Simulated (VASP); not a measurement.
**Bi2Se3: relaxation of shape and atoms at fixed volume with LDA**

The system is Bi2Se3.

```
Bi Se
1.0
     2.06439    1.19188    9.36262
    -2.06439    1.19188    9.36262
     0.00000   -2.38376    9.36262
Bi Se
2 3
Direct
  0.40127 0.40127 0.40127
  0.59873 0.59873 0.59873
  0.00000 0.00000 0.00000
  0.20920 0.20920 0.20920
  0.79080 0.79080 0.79080
```

```json
{
 "Program": "VASP 6.6.1",
 "Task": "relaxation of shape and atoms at fixed volume",
 "Functional": "LDA",
 "Potentials or basis": "VASP PAW LDA potentials, release 64 (Bi_d, Se)",
 "Cutoff": "600 eV",
 "k mesh": "6 × 6 × 6",
 "Occupations": "gaussian, width 0.05 eV",
 "Spin": "no spin polarisation",
 "Dipole correction": "no",
 "Further INCAR settings": "ALGO = Normal; EDIFF = 1e-06; IBRION = 2; EDIFFG = -0.01; NSW = 60; ISIF = 4"
}
```

* Energy gained by relaxing: 0.6 meV/atom
* Ionic steps: 8
* Pressure after relaxing: -0.7 GPa
* Band gap on the k mesh: 0.01 eV

Forces in eV/Å, atoms in the order of the input:
```
Bi   0.000  0.000  0.002
Bi   0.000  0.000 -0.002
Se   0.000  0.000  0.000
Se   0.000  0.000  0.001
Se   0.000  0.000 -0.001
```

The path:
```tsv
step	energy change (eV)	largest force (eV/Å)	pressure (GPa)	volume (Å³)
1	0.0000	0.1169	-1.13	138.22
2	-0.0011	0.0650	-1.03	138.22
3	-0.0014	0.0547	-0.94	138.22
4	-0.0018	0.0437	-0.90	138.22
5	-0.0025	0.0148	-0.82	138.22
6	-0.0021	0.0458	-0.64	138.22
7	-0.0026	0.0058	-0.74	138.22
8	-0.0028	0.0021	-0.73	138.22
```

Final structure:
```xyz
5
Lattice="2.0619 1.1905 9.3850 -2.0619 1.1905 9.3850 0.0000 -2.3809 9.3850" Properties=species:S:1:pos:R:3 pbc="T T T"
Bi    0.0000    0.0000   11.2858
Bi    0.0000    0.0000   16.8693
Se    0.0000    0.0000    0.0000
Se    0.0000    0.0000    5.9189
Se    0.0000    0.0000   22.2362
```

Levels at points of the mesh, in eV from the valence-band top:
```tsv
k point	band 20	band 21	band 22	band 23	band 24	band 25	band 26	band 27	band 28
(0.00, 0.00, 0.00)	-1.98	-1.98	-1.29	-1.29	0.00	0.01	1.19	1.19	2.02
(0.50, 0.00, 0.00)	-3.22	-3.18	-2.38	-1.30	-0.56	0.65	1.69	2.86	3.11
(0.50, 0.50, 0.00)	-2.63	-2.07	-2.00	-1.83	-1.01	1.18	1.84	2.48	2.90
(0.50, 0.50, 0.50)	-1.68	-1.66	-1.54	-1.54	-0.60	0.60	1.57	1.57	1.91
```

It took 24 min on 1 thread of Intel(R) Xeon(R) 6975P-C (Granite Rapids), with other jobs on the host, peak memory 0.76 GiB.

Caveat: spin-orbit coupling is left out, which moves the levels of the heavy elements. A k mesh can miss the band edges.
